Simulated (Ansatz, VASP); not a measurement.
## Nb in VASP and in Ansatz

Contents of INCAR:

```
PREC = Accurate ; ENCUT = 520
EDIFF = 1E-8 ; ISMEAR = -1
SIGMA = 0.08 ; LREAL = False
LASPH = True ; NELM = 100
ALGO = Normal ; ISIF = 2
LWAVE = False ; LCHARG = False
GGA = PS ; LEFG = True
NBANDS = 12
```

The input KPOINTS:

```
Automatic mesh
0
Gamma
  13 13 13
```

The input POSCAR:

```
Nb
1.0
    0.0000000000      2.1150000000      2.1784500000
    2.1150000000      0.0000000000      2.1784500000
    2.1150000000      2.1150000000      0.0000000000
Nb
1
Direct
    0.0000000000      0.0000000000      0.0000000000
```

Input for Ansatz:

```yaml
crystal:
  lattice:
    - [0.0, 2.115, 2.17845]
    - [2.115, 0.0, 2.17845]
    - [2.115, 2.115, 0.0]
  atoms:
    - { symbol: Nb, position: [0.0, 0.0, 0.0] }
kpoints:
  mp_grid: { grid: [13, 13, 13] }
scf:
  occupations: { method: fermi_dirac, width: 0.08 }
hamiltonian:
  xc: pbesol
  pseudopotentials: { kind: all_electron, datasets: crystal }
output:
  forces: true
  stress: true
  eigenvalues: true
  efg: { contact_densities: true }
```

Change from the starting cell: zz strain of +3 %, crystal datasets.

Alike in both runs: task electric field gradients; functional PBEsol; k mesh 13 × 13 × 13; occupations fermi-dirac, width 0.08 eV; no spin polarisation.

|  | VASP | Ansatz |
| --- | --- | --- |
| version | VASP 6.6.1 | Ansatz 0.2.0 |
| potentials or method | VASP PAW PBE potentials, release 64 (Nb_sv), cutoff 520 eV | all-electron PAW with datasets made for the crystal, scalar-relativistic |

VASP gave:

| Quantity | Value |
| --- | --- |
| pressure (GPa) | -11.3 |
| traceless stress, the component that is largest in VASP (GPa) | 4.08 |
| size of Vzz on the site where it differs most (V/Å²) | 13.9 |

**Question.** What did Ansatz give for the same quantities?

**Answer.** Pressure (GPa): -11.0; traceless stress, the component that is largest in VASP (GPa): 4.11; size of Vzz on the site where it differs most (V/Å²): 13.9.

VASP's potentials were made for PBE, not for PBEsol. Ansatz ran all-electron here, and VASP with PAW potentials.
